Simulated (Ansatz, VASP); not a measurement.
**PPt: VASP beside Ansatz**

```
Pt P
1.0
     3.74303    0.00000    0.00000
    -1.87151    3.24156    0.00000
     0.00000    0.00000    6.35374
Pt P
2 2
Direct
  0.33333 0.66667 0.37190
  0.66667 0.33333 0.87190
  0.33333 0.66667 0.00310
  0.66667 0.33333 0.50310
```

Alike in both runs: task single point; functional PBE; k mesh 5 × 5 × 3; occupations fermi-dirac, width 0.05 eV; no spin polarisation.

|  | VASP | Ansatz |
| --- | --- | --- |
| version | VASP 6.6.1 | Ansatz 0.2.0 |
| potentials or method | VASP PAW PBE potentials, release 64 (Pt, P) | Ansatz PAW |
| plane-wave cutoff (eV) | 520 | 420 |
| valence electrons in the cell | 30 | 46 |

Ansatz gave:

- gap on the k mesh at the Fermi level (eV): none
- pressure (GPa): -0.2
- traceless stress, the component that is largest in VASP (GPa): 0.48
- rms of the force components (eV/Å): 0.010

Question: What did VASP give for the same quantities?

Answer: gap on the k mesh at the Fermi level (eV): none; pressure (GPa): -0.4; traceless stress, the component that is largest in VASP (GPa): 0.47; rms of the force components (eV/Å): 0.010.

Atom by atom the forces differ by 0.000 eV/Å (rms over components). A gap of «none» marks a metal or a gap that the smearing closes. VASP's potentials hold 30 valence electrons a cell and Ansatz's 46, so a difference there can come from the potentials and not from the codes.

The k mesh is coarse, so the values compare programs but aren't converged. Spin-orbit coupling is off throughout.
